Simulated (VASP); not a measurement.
Wanted: the native input for a VASP 6.6.1 run.

```yaml
Task: relaxation of cell and atoms
Functional: LDA
Potentials_or_basis: VASP PAW LDA potentials, release 64 (Be, Te)
Cutoff: 600 eV
k_mesh: 8 × 8 × 8
Occupations: gaussian, width 0.01 eV
Spin: no spin polarisation
Target_pressure: 6 GPa
Dipole_correction: no
Further_INCAR_settings: ALGO = Normal; EDIFF = 1e-07; IBRION = 2; EDIFFG = -0.001; NSW = 80; ISIF = 3
```

The structure of BeTe lies in POSCAR:

```
BeTe
1.0
    0.0000000000      2.7773063427      2.7773063427
    2.7773063427      0.0000000000      2.7773063427
    2.7773063427      2.7773063427      0.0000000000
Be Te
1 1
Direct
    0.0000000000      0.0000000000      0.0000000000
    0.7500000000      0.7500000000      0.7500000000
```

One way to write it, as run:

INCAR

```
SYSTEM = BeTe
PREC = Accurate
ENCUT = 600
EDIFF = 1E-7
ISMEAR = 0
SIGMA = 0.01
LREAL = .FALSE.
LASPH = .TRUE.
NELM = 60
ALGO = Normal
ISIF = 3
LWAVE = .FALSE.
LCHARG = .FALSE.
IBRION = 2
NSW = 80
EDIFFG = -0.001
PSTRESS = 60.0
```

KPOINTS

```
Automatic mesh
0
G
  8 8 8
  0 0 0
```

Potentials or basis: VASP PAW LDA potentials, release 64 (Be, Te).

Run with:

```sh
$ cat potpaw_LDA.64/Be/POTCAR potpaw_LDA.64/Te/POTCAR > POTCAR
$ mpirun -np 1 vasp_std > vasp.out
```

Results of the run:

The relaxed volume is 19.86 Å³/atom, the relaxed cell is a = 3.829 Å, b = 3.829 Å, c = 3.829 Å, α = 60.00°, β = 60.00°, γ = 60.00° and the space group after relaxing (to 0.05 Å) is F-43m (No. 216). The energy change on relaxing (the enthalpy is what falls) is +28.9 meV/atom, the ionic steps are 3 and the pressure after relaxing is 6.0 GPa. The band gap on the k mesh is 1.57 eV, indirect (least direct gap 3.47 eV).

Caveat: the cell is relaxed towards a set pressure, so the enthalpy falls and the energy may rise; spin-orbit coupling is left out, which moves the levels of the heavy elements.

Wall time 24 s on 1 thread of AMD EPYC 9R45 (Zen 5) (shared host), peak memory 0.13 GiB.
